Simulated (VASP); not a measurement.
# Cu (Fm-3m) in VASP: a series of runs

Cu is run at these levels: r2SCAN; tasks: relaxation of cell and atoms.

Program: VASP 6.6.1. These are calculated values, not measurements. Logs are shortened: lines on timing, memory, paths and dates and some standing lists are left out, and cuts for length are marked.

## Step 1: The cell of the first run

It takes space group Fm-3m (No. 225, cubic). Conventional cell: a = 3.460 Å, b = 3.460 Å, c = 3.460 Å, α = 90.00°, β = 90.00°, γ = 90.00°. Within 3.2 Å of Cu (site symmetry m-3m) lie 12 Cu at 2.45 Å.

## Step 2: Relaxation of cell and atoms, r2SCAN, target pressure 20 GPa, at which the enthalpy is minimised

Input file POSCAR:

```
Cu
1.0
    0.0000000000      1.7302302547      1.7302302547
    1.7302302547      0.0000000000      1.7302302547
    1.7302302547      1.7302302547      0.0000000000
Cu
1
Direct
    0.0000000000      0.0000000000      0.0000000000
```

Input file INCAR.step1:

```
  ALGO = Normal
  EDIFF = 1E-4
  ENCUT = 600
  GGA = PE
  ISMEAR = 0
  LASPH = T
  LCHARG = F
  LREAL = F
  LWAVE = T
  NELM = 60
  PREC = Accurate
  SIGMA = 0.1
```

Input file INCAR.step2:

```
  ALGO = Normal
  EDIFF = 1E-7
  EDIFFG = -0.008
  ENCUT = 600
  IBRION = 2
  ISIF = 3
  ISMEAR = 0
  ISTART = 1
  LASPH = T
  LCHARG = F
  LMIXTAU = T
  LREAL = F
  LWAVE = F
  METAGGA = R2SCAN
  NELM = 60
  NSW = 70
  PREC = Accurate
  PSTRESS = 200.0
  SIGMA = 0.1
```

Input file KPOINTS:

```
k-points
0
Gamma
  20 20 20
```

Potentials or basis: VASP PAW PBE potentials, release 64 (Cu).

Started as:

```console
$ cat potpaw_PBE.64/Cu/POTCAR > POTCAR
$ cp INCAR.step1 INCAR
$ mpirun -np 1 vasp_std > vasp.out
$ cp INCAR.step2 INCAR
$ mpirun -np 1 vasp_std > vasp.out
```

OUTCAR:

```text
EDIFF = 1E-7
   EDIFFG = -0.008
   ENCUT = 600
   IBRION = 2
   ISIF = 3
   ISMEAR = 0
   ISTART = 1
   LASPH = T
   LREAL = F
   METAGGA = R2SCAN
   NELM = 60
   NSW = 70
   PREC = Accurate
   PSTRESS = 200.0

 ion  position               nearest neighbor table
   1  0.000  0.000  0.000-

  LATTYP: Found a face centered cubic cell.
 ALAT       =     3.4604605094

  Lattice vectors:

 A1 = (   0.0000000000,   1.7302302547,   1.7302302547)
 A2 = (   1.7302302547,   0.0000000000,   1.7302302547)
 A3 = (   1.7302302547,   1.7302302547,   0.0000000000)

Analysis of symmetry for initial positions (statically):
=====================================================================
 Subroutine PRICEL returns:
 Original cell was already a primitive cell.

 Routine SETGRP: Setting up the symmetry group for a
 face centered cubic supercell.

 Subroutine GETGRP returns: Found 48 space group operations
 (whereof 48 operations were pure point group operations)
 out of a pool of 48 trial point group operations.

The static configuration has the point symmetry O_h .

Analysis of symmetry for dynamics (positions and initial velocities):
=====================================================================
 Subroutine PRICEL returns:
 Original cell was already a primitive cell.

 Routine SETGRP: Setting up the symmetry group for a
 face centered cubic supercell.

 Subroutine GETGRP returns: Found 48 space group operations
 (whereof 48 operations were pure point group operations)
 out of a pool of 48 trial point group operations.

The dynamic configuration has the point symmetry O_h .

 Subroutine INISYM returns: Found 48 space group operations
 (whereof 48 operations are pure point group operations),
 and found     1 'primitive' translations

----------------------------------------------------------------------------------------

                                     Primitive cell

  volume of cell :      10.3596

  direct lattice vectors                    reciprocal lattice vectors
     0.000000000  1.730230255  1.730230255    -0.288978879  0.288978879  0.288978879
     1.730230255  0.000000000  1.730230255     0.288978879 -0.288978879  0.288978879
     1.730230255  1.730230255  0.000000000     0.288978879  0.288978879 -0.288978879

  length of vectors
     2.446915092  2.446915092  2.446915092     0.500526101  0.500526101  0.500526101

  position of ions in fractional coordinates (direct lattice)
     0.000000000  0.000000000  0.000000000

  ion indices of the primitive-cell ions
   primitive index   ion index
                 1           1

----------------------------------------------------------------------------------------

 KPOINTS: k-points

Automatic generation of k-mesh.
 Grid dimensions read from file:
 generate k-points for:   20   20   20

 Generating k-lattice:

  Cartesian coordinates                     Fractional coordinates (reciprocal lattice)
    -0.014448944  0.014448944  0.014448944     0.050000000  0.000000000  0.000000000
     0.014448944 -0.014448944  0.014448944     0.000000000  0.050000000  0.000000000
     0.014448944  0.014448944 -0.014448944     0.000000000  0.000000000  0.050000000

  Length of vectors
     0.025026305  0.025026305  0.025026305

  Shift w.r.t. Gamma in fractional coordinates (k-lattice)
     0.000000000  0.000000000  0.000000000

 Subroutine IBZKPT returns following result:
 ===========================================

 Found    256 irreducible k-points:

 Following reciprocal coordinates:
            Coordinates               Weight
  0.000000  0.000000  0.000000      1.000000
  0.050000  0.000000  0.000000      8.000000
  0.100000  0.000000  0.000000      8.000000
  0.150000  0.000000  0.000000      8.000000
  0.200000  0.000000  0.000000      8.000000
  0.250000  0.000000  0.000000      8.000000
[... 16 lines left out ...]
 -0.400000  0.050000  0.000000     24.000000
 -0.350000  0.050000  0.000000     24.000000
 [... further k-points ...]
   k-points           NKPTS =    256   k-points in BZ     NKDIM =    256   number of bands    NBANDS=      9
   number of dos      NEDOS =    301   number of ions     NIONS =      1
   total plane-waves  NPLWV =   8000
   dimension x,y,z NGX =    20 NGY =   20 NGZ =   20
   dimension x,y,z NGXF=    40 NGYF=   40 NGZF=   40
   ions per type =               1
   NGX,Y,Z   is equivalent  to a cutoff of  13.59, 13.59, 13.59 a.u.
   NGXF,Y,Z  is equivalent  to a cutoff of  27.18, 27.18, 27.18 a.u.
 SYSTEM =  unknown system
   PREC   = accura    normal or accurate (medium, high low for compatibility)
   ISTART =      1    job   : 0-new  1-cont  2-samecut
   ICHARG =      0    charge: 1-file 2-atom 10-const
   ISPIN  =      1    spin polarized calculation?
   LNONCOLLINEAR =      F non collinear calculations
   LSORBIT =      F    spin-orbit coupling
   LASPH  =      T    aspherical Exc in radial PAW
   ENCUT  =  600.0 eV  44.10 Ry    6.64 a.u.   4.89  4.89  4.89*2*pi/ulx,y,z
   NELM   =     60;   NELMIN=  2; NELMDL=  0     # of ELM steps
   EDIFF  = 0.1E-06   stopping-criterion for ELM
   LREAL  =      F    real-space projection
   EDIFFG = -.8E-02   stopping-criterion for IOM
   NSW    =     70    number of steps for IOM
   IBRION =      2    ionic relax: 0-MD 1-quasi-New 2-CG
   NFREE  =      1    steps in history (QN), initial steepest desc. (CG)
   ISIF   =      3    stress and relaxation
   ISYM   =      2    0-nonsym 1-usesym 2-fastsym
   POTIM  = 0.5000    time-step for ionic-motion
   TEBEG  =    0.0;   TEEND  =   0.0 temperature during run
   PSTRESS=  200.0 pullay stress
   NELECT =      11.0000    total number of electrons
   NUPDOWN=      -1.0000    fix difference up-down
   EMIN   =  10.00;   EMAX   =-10.00  energy-range for DOS
   EFERMI =   0.00;   METHOD = LEGACY
   ISMEAR =     0;   SIGMA  =   0.10  broadening in eV -4-tet -1-fermi 0-gaus
   EFERMI_NEDOS =   21; number of points for ismear=-14 and -15
   IALGO  =     38    algorithm
   IMIX   =      4    mixing-type and parameters
     AMIX     =   0.40;   BMIX     =  1.00
     AMIX_MAG =   1.60;   BMIX_MAG =  1.00
  volume/ion in A,a.u.               =      10.36        69.91
  Fermi-wavevector in a.u.,A,eV,Ry     =   1.670162  3.156148 37.952632  2.789440
  Thomas-Fermi vector in A             =   2.755708
   LORBIT       =      0    0 simple, 1 ext, 2 COOP (PROOUT), +10 PAW based schemes
   METAGGA = R2SCAN    functional components
   LHFCALC =     F    Hartree Fock is set to
   AEXX    =    0.0000 exact exchange contribution
   IVDW    =     0    specifies the selected vdW correction
   LEPSILON=     F    determine dielectric tensor
   LRPA    =     F    only Hartree local field effects (RPA)
 conjugate gradient relaxation of ions
 non-spin polarized calculation
 Gauss-broadening in eV      SIGMA  =   0.10
  energy-cutoff  :      600.00
  volume of cell :       10.36
 maximum number of plane-waves:       360
   NGX =  9   NGY =  9   NGZ =  9

--------------------------------------- Ionic step        1  -------------------------------------------

 number of electron      10.9999990 magnetization

 Free energy of the ion-electron system (eV)
  ---------------------------------------------------
  ext. energy  EPLUGINS =         0.00000000
  ---------------------------------------------------
  free energy    TOTEN  =       -10.75932942 eV

  energy without entropy =      -10.75820901  energy(sigma->0) =      -10.75876921

------------------------ aborting loop because EDIFF is reached ----------------------------------------

  FORCE on cell =-STRESS in cart. coord.  units (eV):
  Direction    XX          YY          ZZ          XY          YZ          ZX
  --------------------------------------------------------------------------------------
  -------------------------------------------------------------------------------------
  Total        1.3875487      1.3875487      1.3875487      0.0000000     -0.0000000      0.0000000
  in kB      214.5937680    214.5937680    214.5937680      0.0000000     -0.0000000      0.0000000
  external PRESSURE =      14.5937680 kB  Pullay stress =     200.0000000 kB
[... 59 lines left out ...]
  enthalpy is  TOTEN    =        -9.4659772028 eV   P V=        1.3109277477

--------------------------------------- Ionic step        3  -------------------------------------------

 number of electron      10.9999988 magnetization

 Free energy of the ion-electron system (eV)
  ---------------------------------------------------
  ext. energy  EPLUGINS =         0.00000000
  ---------------------------------------------------
  free energy    TOTEN  =       -10.76768706 eV

  energy without entropy =      -10.76655934  energy(sigma->0) =      -10.76712320

 E-fermi :   9.0305     XC(G=0): -14.6048

 val. band max:        8.9879316604   @ k =   0.5000   0.3000   0.1500
 cond. band min:       9.0536362910   @ k =   0.5000   0.2500   0.1000
 fundamental gap:      0.0657046306
 Fermi energy:         9.0304837117

 k-point     1 :       0.0000    0.0000    0.0000
  band No.  band energies     occupation
      1      -1.6584      2.00000
      2       5.4790      2.00000
      3       5.4790      2.00000
      4       5.4790      2.00000
      5       6.4737      2.00000
      6       6.4737      2.00000
      7      33.4473      0.00000
      8      37.5015      0.00000
      9      37.5016      0.00000
[... 265 lines left out ...]
 k-point    24 :      -0.3500    0.0500    0.0000
  band No.  band energies     occupation
      1       2.5640      2.00000
      2       5.4938      2.00000
      3       5.5440      2.00000
      4       5.6603      2.00000
      5       6.8694      2.00000
      6       7.2088      2.00000
      7      17.4704      0.00000
      8      31.0963      0.00000
      9      33.6952      0.00000

 [... further k-points ...]
[... 5 lines left out ...]
  --------------------------------------------------------------------------------------
  -------------------------------------------------------------------------------------
  Total        1.2966172      1.2966172      1.2966172     -0.0000000      0.0000000      0.0000000
  in kB      199.2896171    199.2896171    199.2896171     -0.0000000      0.0000000      0.0000000
  external PRESSURE =      -0.7103829 kB  Pullay stress =     200.0000000 kB
[... 16 lines left out ...]
  FREE ENERGIE OF THE ION-ELECTRON SYSTEM (eV)
  ---------------------------------------------------
  free  energy   TOTEN  =       -10.7676870617 eV

  energy  without entropy=      -10.7665593396  energy(sigma->0) =      -10.76712320

  enthalpy is  TOTEN    =        -9.4664480022 eV   P V=        1.3012390595

 reached required accuracy - stopping structural energy minimisation
```

It took 3 min on 1 thread of AMD EPYC 9R45 (Zen 5), shared host; peak memory 0.13 GiB.

Results:

* Free energy: -10.7677 eV
* Relaxed volume: 10.42 Å³/atom
* Relaxed cell: a = 2.452 Å, b = 2.452 Å, c = 2.452 Å, α = 60.00°, β = 60.00°, γ = 60.00°
* Space group after relaxing (to 0.1 Å): Fm-3m (No. 225)
* Energy change on relaxing (the run minimises the enthalpy): -8.4 meV/atom
* Ionic steps: 3
* Pressure after relaxing: 19.9 GPa
* Band gap on the k mesh: zero (an odd number of electrons rules out a gap without spin polarisation)

The path:
| step | energy change (eV) | largest force (eV/Å) | pressure (GPa) | volume (Å³) |
| --- | --- | --- | --- | --- |
| 1 | 0.0000 | 0.0000 | 21.46 | 10.36 |
| 2 | -0.0176 | 0.0000 | 18.05 | 10.50 |
| 3 | -0.0084 | 0.0000 | 19.93 | 10.42 |

Final structure:
```
Cu
1.0
     0.00000    1.73381    1.73381
     1.73381    0.00000    1.73381
     1.73381    1.73381    0.00000
Cu
1
Direct
  0.00000 0.00000 0.00000
```

Caveat: the cell is relaxed towards a set pressure, so the run minimises the enthalpy, not the energy; the PAW data sets were made with another functional, which shifts forces and pressure a little.

## Step 3: Relaxation of cell and atoms, r2SCAN, target pressure 10 GPa, at which the enthalpy is minimised

This run uses another cell than the first one, of 10.83 Å³/atom.

Input file POSCAR:

```
Cu
1.0
    0.0000000000      1.7559471135      1.7559471135
    1.7559471135      0.0000000000      1.7559471135
    1.7559471135      1.7559471135      0.0000000000
Cu
1
Direct
    0.0000000000      0.0000000000      0.0000000000
```

Input file INCAR.step1:

```
PREC     = Accurate       # precision mode
ENCUT    = 600            # plane-wave cutoff, eV
ISMEAR   = 0              # smearing method
SIGMA    = 0.1            # smearing width, eV
LREAL    = False          # projectors in reciprocal space
LASPH    = True           # aspherical terms in the spheres
NELM     = 60             # most SCF steps
GGA      = PE             # functional
ALGO     = Normal         # electronic algorithm
EDIFF    = 1E-4           # SCF threshold, eV
LWAVE    = True           # write WAVECAR
LCHARG   = False          # write CHGCAR
```

Input file INCAR.step2:

```
PREC     = Accurate       # precision mode
ENCUT    = 600            # plane-wave cutoff, eV
EDIFF    = 1E-6           # SCF threshold, eV
ISMEAR   = 0              # smearing method
SIGMA    = 0.1            # smearing width, eV
LREAL    = False          # projectors in reciprocal space
LASPH    = True           # aspherical terms in the spheres
NELM     = 60             # most SCF steps
ALGO     = Normal         # electronic algorithm
ISIF     = 3              # what is computed and relaxed
LWAVE    = False          # write WAVECAR
LCHARG   = False          # write CHGCAR
METAGGA  = R2SCAN         # meta-GGA
LMIXTAU  = True         
IBRION   = 2              # ionic algorithm
NSW      = 70             # ionic steps
EDIFFG   = -0.008         # ionic threshold
PSTRESS  = 100.0        
ISTART   = 1
```

Input file KPOINTS:

```
Automatic mesh
0
Gamma
  20 20 20
```

Potentials or basis: VASP PAW PBE potentials, release 64 (Cu).

Started as:

```console
$ cat potpaw_PBE.64/Cu/POTCAR > POTCAR
$ cp INCAR.step1 INCAR
$ mpirun -np 1 vasp_std > vasp.out
$ cp INCAR.step2 INCAR
$ mpirun -np 1 vasp_std > vasp.out
```

It took 2.3 min on 1 thread of AMD EPYC 9R45 (Zen 5), shared host; peak memory 0.13 GiB.

The run converged. Its results:

* Free energy: -10.8104 eV
* Relaxed volume: 10.89 Å³/atom
* Relaxed cell: a = 2.488 Å, b = 2.488 Å, c = 2.488 Å, α = 60.00°, β = 60.00°, γ = 60.00°
* Space group after relaxing (to 0.1 Å): Fm-3m (No. 225)
* Energy change on relaxing (the run minimises the enthalpy): -3.7 meV/atom
* Ionic steps: 3
* Pressure after relaxing: 9.9 GPa
* Band gap on the k mesh: zero (an odd number of electrons rules out a gap without spin polarisation)

The path:
| step | energy change (eV) | largest force (eV/Å) | pressure (GPa) | volume (Å³) |
| --- | --- | --- | --- | --- |
| 1 | 0.0000 | 0.0000 | 10.80 | 10.83 |
| 2 | -0.0054 | 0.0000 | 9.34 | 10.91 |
| 3 | -0.0037 | 0.0000 | 9.92 | 10.89 |

Final structure:
```xyz
1
Lattice="0.0000 1.7590 1.7590 1.7590 0.0000 1.7590 1.7590 1.7590 0.0000" Properties=species:S:1:pos:R:3 pbc="T T T"
Cu    0.0000    0.0000    0.0000
```

Levels at points of the mesh, in eV from the Fermi level:
| k point | band 3 | band 4 | band 5 | band 6 | band 7 | band 8 | band 9 |
| --- | --- | --- | --- | --- | --- | --- | --- |
| (0.00, 0.00, 0.00) | -3.38 | -3.38 | -2.45 | -2.45 | 24.08 | 27.77 | 27.77 |
| (0.50, 0.00, 0.00) | -3.44 | -1.79 | -1.79 | -1.28 | 4.44 | 22.54 | 24.51 |
| (0.50, 0.50, 0.00) | -1.82 | -1.62 | -1.62 | 1.55 | 8.05 | 14.46 | 14.46 |

Caveat: the cell is relaxed towards a set pressure, so the run minimises the enthalpy, not the energy; the PAW data sets were made with another functional, which shifts forces and pressure a little.

## Step 4: Relaxation of cell and atoms, r2SCAN, target pressure 5 GPa, at which the enthalpy is minimised

This run uses another cell than the first one, of 11.11 Å³/atom.

Input file POSCAR:

```
Cu
1.0
    0.0000000000      1.7710239318      1.7710239318
    1.7710239318      0.0000000000      1.7710239318
    1.7710239318      1.7710239318      0.0000000000
Cu
1
Direct
    0.0000000000      0.0000000000      0.0000000000
```

Input file INCAR.step1:

```
PREC = Accurate
ENCUT = 600
ISMEAR = 0
SIGMA = 0.1
LREAL = F
LASPH = T
NELM = 80
GGA = PE
ALGO = Normal
EDIFF = 1E-4
LWAVE = T
LCHARG = F
```

Input file INCAR.step2:

```
PREC = Accurate
ENCUT = 600
EDIFF = 1E-7
ISMEAR = 0
SIGMA = 0.1
LREAL = F
LASPH = T
NELM = 80
ALGO = Normal
ISIF = 3
LWAVE = F
LCHARG = F
METAGGA = R2SCAN
LMIXTAU = T
IBRION = 2
NSW = 70
EDIFFG = -0.008
PSTRESS = 50.0
ISTART = 1
```

Input file KPOINTS:

```
regular mesh
0
Gamma
  20 20 20
```

Started as:

```console
$ cat potpaw_PBE.64/Cu/POTCAR > POTCAR
$ cp INCAR.step1 INCAR
$ mpirun -np 1 vasp_std > vasp.out
$ cp INCAR.step2 INCAR
$ mpirun -np 1 vasp_std > vasp.out
```

Wall time 3.7 min (1 thread of AMD EPYC 9R45 (Zen 5), shared host); peak memory 0.13 GiB.

It converged, with:

```
Free energy                                                : -10.8232 eV
Relaxed volume                                             : 11.16 Å³/atom
Relaxed cell                                               : a = 2.508 Å, b = 2.508 Å, c = 2.508 Å, α = 60.00°, β = 60.00°, γ = 60.00°
Space group after relaxing (to 0.1 Å)                      : Fm-3m (No. 225)
Energy change on relaxing (the run minimises the enthalpy) : -1.6 meV/atom
Ionic steps                                                : 4
Pressure after relaxing                                    : 5.0 GPa
Band gap on the k mesh                                     : zero (an odd number of electrons rules out a gap without spin polarisation)
```

The path:
```
step  energy change (eV)  largest force (eV/Å)  pressure (GPa)  volume (Å³)
   1              0.0000                0.0000            5.73        11.11
   2             -0.0026                0.0000            4.39        11.19
   3             -0.0018                0.0000            4.88        11.16
   4             -0.0016                0.0000            5.04        11.16
```

Final structure:
```cif
data_structure
_symmetry_space_group_name_H-M 'P 1'
_symmetry_Int_Tables_number 1
_cell_length_a 2.5081
_cell_length_b 2.5081
_cell_length_c 2.5081
_cell_angle_alpha 60.000
_cell_angle_beta 60.000
_cell_angle_gamma 60.000
_cell_volume 11.16
loop_
_atom_site_label
_atom_site_type_symbol
_atom_site_fract_x
_atom_site_fract_y
_atom_site_fract_z
_atom_site_occupancy
Cu1 Cu 0.00000 0.00000 0.00000 1
```

Levels at points of the mesh, in eV from the Fermi level:
| k point | band 3 | band 4 | band 5 | band 6 | band 7 | band 8 | band 9 |
| --- | --- | --- | --- | --- | --- | --- | --- |
| (0.00, 0.00, 0.00) | -3.29 | -3.29 | -2.40 | -2.40 | 23.88 | 27.37 | 27.37 |
| (0.50, 0.00, 0.00) | -3.34 | -1.76 | -1.76 | -1.19 | 4.30 | 22.36 | 24.10 |
| (0.50, 0.50, 0.00) | -1.79 | -1.59 | -1.59 | 1.57 | 7.87 | 14.26 | 14.26 |

Caveat: the cell is relaxed towards a set pressure, so the run minimises the enthalpy, not the energy; the PAW data sets were made with another functional, which shifts forces and pressure a little.

## Step 5: The runs side by side

| cell | gap on the mesh (eV) | pressure (GPa) |
| --- | --- | --- |
| relaxed to 20 GPa from a = 2.447 Å, angles 60.0°, 1 atom | none | 19.9 |
| relaxed to 10 GPa from a = 2.483 Å, angles 60.0°, 1 atom | none | 9.9 |
| relaxed to 5 GPa from a = 2.505 Å, angles 60.0°, 1 atom | none | 5.0 |

Alike in all rows: task relaxation of cell and atoms; level r2SCAN; potentials or basis VASP PAW PBE potentials, release 64 (Cu); no spin polarisation; k mesh 20 × 20 × 20; cutoff (eV) 600; smearing gaussian 0.1 eV.

Caveats: the cell is relaxed towards a set pressure, so the run minimises the enthalpy, not the energy; the PAW data sets were made with another functional, which shifts forces and pressure a little.

Absolute energies hang on the potentials; compare differences alone.

The gap in the log of VASP goes by the Fermi energy; the results here count the filled bands.